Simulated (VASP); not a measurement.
# HfC (Fm-3m) in VASP: settings compared, part 2 of 2

VASP 6.6.1.

**3. Single point, r2SCAN (12.99 Å³/atom)**

This run uses another cell than the first one, of 12.99 Å³/atom.

Input file POSCAR:

```
HfC
1.0
    0.0000000000      2.3509886752      2.3509886752
    2.3509886752      0.0000000000      2.3509886752
    2.3509886752      2.3509886752      0.0000000000
Hf C
1 1
Direct
    0.5000000000      0.5000000000      0.5000000000
    0.0000000000      0.0000000000      0.0000000000
```

Input file INCAR.step1:

```
  ALGO = Normal
  EDIFF = 1E-5
  ENCUT = 660
  GGA = PE
  GGA_COMPAT = False
  ISMEAR = 0
  LASPH = True
  LCHARG = False
  LREAL = False
  LWAVE = True
  NBANDS = 14
  NELM = 120
  PREC = Accurate
  SIGMA = 0.05
```

Input file INCAR.step2:

```
  ALGO = Normal
  EDIFF = 1E-6
  ENCUT = 660
  GGA_COMPAT = False
  ISIF = 2
  ISMEAR = 0
  ISTART = 1
  LASPH = True
  LCHARG = False
  LMIXTAU = True
  LREAL = False
  LWAVE = False
  METAGGA = R2SCAN
  NBANDS = 14
  NELM = 120
  PREC = Accurate
  SIGMA = 0.05
```

Input file KPOINTS:

```
k-points
0
Gamma
  8 8 8
```

Potentials or basis: VASP PAW PBE potentials, release 64 (Hf_pv, C).

Run with:

```bash
$ cat potpaw_PBE.64/Hf_pv/POTCAR potpaw_PBE.64/C/POTCAR > POTCAR
$ cp INCAR.step1 INCAR
$ mpirun -np 1 vasp_std > vasp.out
$ cp INCAR.step2 INCAR
$ mpirun -np 1 vasp_std > vasp.out
```

OUTCAR:

```text
EDIFF = 1E-6
   ENCUT = 660
   ISIF = 2
   ISMEAR = 0
   ISTART = 1
   LASPH = True
   LREAL = False
   METAGGA = R2SCAN
   NELM = 120
   PREC = Accurate

 ion  position               nearest neighbor table
   1  0.500  0.500  0.500-   2 2.35   2 2.35   2 2.35   2 2.35   2 2.35   2 2.35
   2  0.000  0.000  0.000-   1 2.35   1 2.35   1 2.35   1 2.35   1 2.35   1 2.35

  LATTYP: Found a face centered cubic cell.
 ALAT       =     4.7019773504

  Lattice vectors:

 A1 = (   0.0000000000,   2.3509886752,   2.3509886752)
 A2 = (   2.3509886752,   0.0000000000,   2.3509886752)
 A3 = (   2.3509886752,   2.3509886752,   0.0000000000)

Analysis of symmetry for initial positions (statically):
=====================================================================
 Subroutine PRICEL returns:
 Original cell was already a primitive cell.

 Routine SETGRP: Setting up the symmetry group for a
 face centered cubic supercell.

 Subroutine GETGRP returns: Found 48 space group operations
 (whereof 48 operations were pure point group operations)
 out of a pool of 48 trial point group operations.

The static configuration has the point symmetry O_h .

Analysis of symmetry for dynamics (positions and initial velocities):
=====================================================================
 Subroutine PRICEL returns:
 Original cell was already a primitive cell.

 Routine SETGRP: Setting up the symmetry group for a
 face centered cubic supercell.

 Subroutine GETGRP returns: Found 48 space group operations
 (whereof 48 operations were pure point group operations)
 out of a pool of 48 trial point group operations.

The dynamic configuration has the point symmetry O_h .

 Subroutine INISYM returns: Found 48 space group operations
 (whereof 48 operations are pure point group operations),
 and found     1 'primitive' translations

----------------------------------------------------------------------------------------

                                     Primitive cell

  volume of cell :      25.9885

  direct lattice vectors                    reciprocal lattice vectors
     0.000000000  2.350988675  2.350988675    -0.212676482  0.212676482  0.212676482
     2.350988675  0.000000000  2.350988675     0.212676482 -0.212676482  0.212676482
     2.350988675  2.350988675  0.000000000     0.212676482  0.212676482 -0.212676482

  length of vectors
     3.324800069  3.324800069  3.324800069     0.368366472  0.368366472  0.368366472

  position of ions in fractional coordinates (direct lattice)
     0.500000000  0.500000000  0.500000000
     0.000000000  0.000000000  0.000000000

  ion indices of the primitive-cell ions
   primitive index   ion index
                 1           1
                 2           2

----------------------------------------------------------------------------------------

 KPOINTS: k-points

Automatic generation of k-mesh.
 Grid dimensions read from file:
 generate k-points for:    8    8    8

 Generating k-lattice:

  Cartesian coordinates                     Fractional coordinates (reciprocal lattice)
    -0.026584560  0.026584560  0.026584560     0.125000000  0.000000000  0.000000000
[... 42 lines left out ...]
   number of dos      NEDOS =    301   number of ions     NIONS =      2
   total plane-waves  NPLWV =  21952
   dimension x,y,z NGX =    28 NGY =   28 NGZ =   28
   dimension x,y,z NGXF=    56 NGYF=   56 NGZF=   56
   ions per type =               1   1
   NGX,Y,Z   is equivalent  to a cutoff of  14.00, 14.00, 14.00 a.u.
   NGXF,Y,Z  is equivalent  to a cutoff of  28.00, 28.00, 28.00 a.u.
 SYSTEM =  unknown system
   PREC   = accura    normal or accurate (medium, high low for compatibility)
   ISTART =      1    job   : 0-new  1-cont  2-samecut
   ICHARG =      0    charge: 1-file 2-atom 10-const
   ISPIN  =      1    spin polarized calculation?
   LNONCOLLINEAR =      F non collinear calculations
   LSORBIT =      F    spin-orbit coupling
   LASPH  =      T    aspherical Exc in radial PAW
   ENCUT  =  660.0 eV  48.51 Ry    6.96 a.u.   6.96  6.96  6.96*2*pi/ulx,y,z
   NELM   =    120;   NELMIN=  2; NELMDL=  0     # of ELM steps
   EDIFF  = 0.1E-05   stopping-criterion for ELM
   LREAL  =      F    real-space projection
   EDIFFG = 0.1E-04   stopping-criterion for IOM
   NSW    =      0    number of steps for IOM
   IBRION =     -1    ionic relax: 0-MD 1-quasi-New 2-CG
   NFREE  =      0    steps in history (QN), initial steepest desc. (CG)
   ISIF   =      2    stress and relaxation
   ISYM   =      2    0-nonsym 1-usesym 2-fastsym
   POTIM  = 0.5000    time-step for ionic-motion
   TEBEG  =    0.0;   TEEND  =   0.0 temperature during run
   PSTRESS=    0.0 pullay stress
   NELECT =      14.0000    total number of electrons
   NUPDOWN=      -1.0000    fix difference up-down
   EMIN   =  10.00;   EMAX   =-10.00  energy-range for DOS
   EFERMI =   0.00;   METHOD = LEGACY
   ISMEAR =     0;   SIGMA  =   0.05  broadening in eV -4-tet -1-fermi 0-gaus
   EFERMI_NEDOS =   21; number of points for ismear=-14 and -15
   IALGO  =     38    algorithm
   IMIX   =      4    mixing-type and parameters
     AMIX     =   0.40;   BMIX     =  1.00
     AMIX_MAG =   1.60;   BMIX_MAG =  1.00
  volume/ion in A,a.u.               =      12.99        87.69
  Fermi-wavevector in a.u.,A,eV,Ry     =   1.332060  2.517228 24.141942  1.774383
  Thomas-Fermi vector in A             =   2.461023
   LORBIT       =      0    0 simple, 1 ext, 2 COOP (PROOUT), +10 PAW based schemes
   METAGGA = R2SCAN    functional components
   LHFCALC =     F    Hartree Fock is set to
   AEXX    =    0.0000 exact exchange contribution
   IVDW    =     0    specifies the selected vdW correction
   LEPSILON=     F    determine dielectric tensor
   LRPA    =     F    only Hartree local field effects (RPA)
 non-spin polarized calculation
 Gauss-broadening in eV      SIGMA  =   0.05
  energy-cutoff  :      660.00
  volume of cell :       25.99
 maximum number of plane-waves:      1012
   NGX = 13   NGY = 13   NGZ = 13

 number of electron      14.0000001 magnetization

 Free energy of the ion-electron system (eV)
  ---------------------------------------------------
  ext. energy  EPLUGINS =         0.00000000
  ---------------------------------------------------
  free energy    TOTEN  =       -57.30665083 eV

  energy without entropy =      -57.30664153  energy(sigma->0) =      -57.30664618

 E-fermi :   5.5344     XC(G=0): -12.9188

 val. band max:        5.4303836742   @ k =   0.5000   0.5000   0.0000
 cond. band min:       5.6454282588   @ k =   0.1250   0.1250   0.0000
 fundamental gap:      0.2150445846
 Fermi energy:         5.5343783270

 k-point     1 :       0.0000    0.0000    0.0000
  band No.  band energies     occupation
      1     -25.2785      2.00000
      2     -25.2785      2.00000
      3     -25.2785      2.00000
      4      -7.2209      2.00000
      5       6.6276      0.00000
      6       6.6276      0.00000
      7       6.6276      0.00000
      8       7.2613      0.00000
      9       7.2613      0.00000
     10       7.2613      0.00000
     11       9.0768      0.00000
     12       9.0768      0.00000
     13      12.7021      0.00000
     14      17.3145      0.00000
[... 377 lines left out ...]
      1     -25.7901      2.00000
      2     -25.4933      2.00000
      3     -25.3902      2.00000
      4      -4.2054      2.00000
      5       0.6129      2.00000
      6       2.7847      2.00000
      7       3.0829      2.00000
      8       9.7250      0.00000
      9      10.0633      0.00000
     10      11.8068      0.00000
     11      14.5678      0.00000
     12      15.2269      0.00000
     13      16.8121      0.00000
     14      18.1827      0.00000

 [... further k-points ...]

------------------------ aborting loop because EDIFF is reached ----------------------------------------

  FORCE on cell =-STRESS in cart. coord.  units (eV):
  Direction    XX          YY          ZZ          XY          YZ          ZX
  --------------------------------------------------------------------------------------
  -------------------------------------------------------------------------------------
  Total       -1.6579536     -1.6579536     -1.6579536      0.0000000      0.0000000      0.0000000
  in kB     -102.2118732   -102.2118732   -102.2118732      0.0000000      0.0000000      0.0000000
  external PRESSURE =    -102.2118732 kB  Pullay stress =       0.0000000 kB

 VOLUME and BASIS-vectors are now :
 -----------------------------------------------------------------------------
  energy-cutoff  :      660.00
  volume of cell :       25.99
      direct lattice vectors                 reciprocal lattice vectors
     0.000000000  2.350988675  2.350988675    -0.212676482  0.212676482  0.212676482
     2.350988675  0.000000000  2.350988675     0.212676482 -0.212676482  0.212676482
     2.350988675  2.350988675  0.000000000     0.212676482  0.212676482 -0.212676482

 POSITION                                       TOTAL-FORCE (eV/Angst)
 -----------------------------------------------------------------------------------
      2.35099      2.35099      2.35099        -0.000000      0.000000      0.000000
      0.00000      0.00000      0.00000         0.000000     -0.000000     -0.000000
 -----------------------------------------------------------------------------------
    total drift:                                0.000000      0.000000      0.000000

  FREE ENERGIE OF THE ION-ELECTRON SYSTEM (eV)
  ---------------------------------------------------
  free  energy   TOTEN  =       -57.3066508318 eV

  energy  without entropy=      -57.3066415252  energy(sigma->0) =      -57.30664618
```

It took 31 s on 1 thread of Intel Xeon 6975P-C (Granite Rapids), shared host; peak memory 0.17 GiB.

Results:

- Free energy: -57.3067 eV
- Pressure: -10.2 GPa
- Band gap on the k mesh: zero (bands 7 and 8 overlap by 1.35 eV)

Levels at points of the mesh, in eV from the Fermi level:
| k point | band 3 | band 4 | band 5 | band 6 | band 7 | band 8 | band 9 | band 10 | band 11 | band 12 |
| --- | --- | --- | --- | --- | --- | --- | --- | --- | --- | --- |
| (0.00, 0.00, 0.00) | -30.81 | -12.76 | 1.09 | 1.09 | 1.09 | 1.73 | 1.73 | 1.73 | 3.54 | 3.54 |
| (0.50, 0.00, 0.00) | -30.87 | -9.21 | -6.06 | -2.92 | -2.92 | 5.56 | 5.56 | 6.09 | 6.92 | 11.58 |
| (0.50, 0.50, 0.00) | -31.02 | -10.90 | -2.73 | -1.40 | -0.10 | -0.10 | 5.38 | 6.91 | 6.91 | 8.81 |

Caveat: the cell stands under tension; the PAW data sets were made with another functional, which shifts forces and pressure a little; spin-orbit coupling is left out, which moves the levels of the heavy elements.

**4. Single point, PBE+U**

This run uses another cell than the first one, of 12.57 Å³/atom.

Input file INCAR:

```
SYSTEM = HfC
ALGO = Normal ; EDIFF = 1E-6
ENCUT = 600 ; GGA = PE
GGA_COMPAT = .False. ; ISIF = 2
ISMEAR = -1 ; LASPH = .True.
LCHARG = .True. ; LDAU = .True.
LDAUJ = 0 0 ; LDAUL = 2 -1
LDAUPRINT = 1 ; LDAUTYPE = 2
LDAUU = 4 0 ; LELF = .True.
LMAXMIX = 4 ; LREAL = .False.
LVHAR = .True. ; LWAVE = .False.
NBANDS = 14 ; NELM = 200
PREC = Accurate ; SIGMA = 0.1
```

Input file KPOINTS:

```
k-points
0
Gamma
  8 8 8
  0 0 0
```

Input file POSCAR:

```
HfC
1.0
    0.0000000000      2.3250013489      2.3250013489
    2.3250013489      0.0000000000      2.3250013489
    2.3250013489      2.3250013489      0.0000000000
Hf C
1 1
Direct
    0.5000000000      0.5000000000      0.5000000000
    0.0000000000      0.0000000000      0.0000000000
```

Run with:

```bash
$ cat potpaw_PBE.64/Hf_pv/POTCAR potpaw_PBE.64/C/POTCAR > POTCAR
$ mpirun -np 1 vasp_std > vasp.out
```

It took 7.3 s on 1 thread of Intel Xeon 6975P-C (Granite Rapids), shared host; peak memory 0.16 GiB.

The run converged. Its results:

```yaml
Free_energy: -18.4031 eV
Pressure: 13.9 GPa
Band_gap_on_the_k_mesh: zero (bands 7 and 8 overlap by 1.28 eV)
```

Levels at points of the mesh, in eV from the Fermi level:
```
           k point  band 4  band 5  band 6  band 7  band 8  band 9  band 10  band 11
(0.00, 0.00, 0.00)  -12.55    0.91    0.91    0.91    1.97    1.97     1.97     3.71
(0.50, 0.00, 0.00)   -8.72   -6.23   -2.81   -2.81    6.01    6.01     6.15     6.22
(0.50, 0.50, 0.00)  -10.37   -2.87   -1.36   -0.26   -0.26    5.67     7.54     7.54
```

Eigenvalues of the final occupation matrices:
| site | spin | trace | eigenvalues |
| --- | --- | --- | --- |
| site 1 d | 1 | 0.77 | 0.10 0.10 0.10 0.23 0.23 |
| site 1 d | 2 | 0.77 | 0.10 0.10 0.10 0.23 0.23 |

Caveat: the cell stands under pressure; spin-orbit coupling is left out, which moves the levels of the heavy elements; U without spin polarisation on a metal has little footing; the U is typed as a test and isn't derived for this compound.

**5. The runs side by side**

| level | U | cell | cutoff (eV) | smearing | gap on the mesh (eV) | pressure (GPa) |
| --- | --- | --- | --- | --- | --- | --- |
| r2SCAN | - | a = 3.303 Å, angles 60.0°, 2 atoms | 660 | gaussian 0.05 eV | none | -6.0 |
| r2SCAN | - | a = 3.325 Å, angles 60.0°, 2 atoms | 660 | gaussian 0.05 eV | none | -10.2 |
| PBE+U | Hf d U = 4.0 eV | a = 3.288 Å, angles 60.0°, 2 atoms | 600 | fermi-dirac 0.1 eV | none | 13.9 |

Alike in all rows: task single point; potentials or basis VASP PAW PBE potentials, release 64 (Hf_pv, C); no spin polarisation; k mesh 8 × 8 × 8.

Caveats: spin-orbit coupling is left out, which moves the levels of the heavy elements; the cell stands under tension (at least some runs); the PAW data sets were made with another functional, which shifts forces and pressure a little (at least some runs); the cell stands under pressure (at least some runs); U without spin polarisation on a metal has little footing (at least some runs); the U is typed as a test and isn't derived for this compound (at least some runs).

Absolute energies hang on the potentials; compare differences alone.
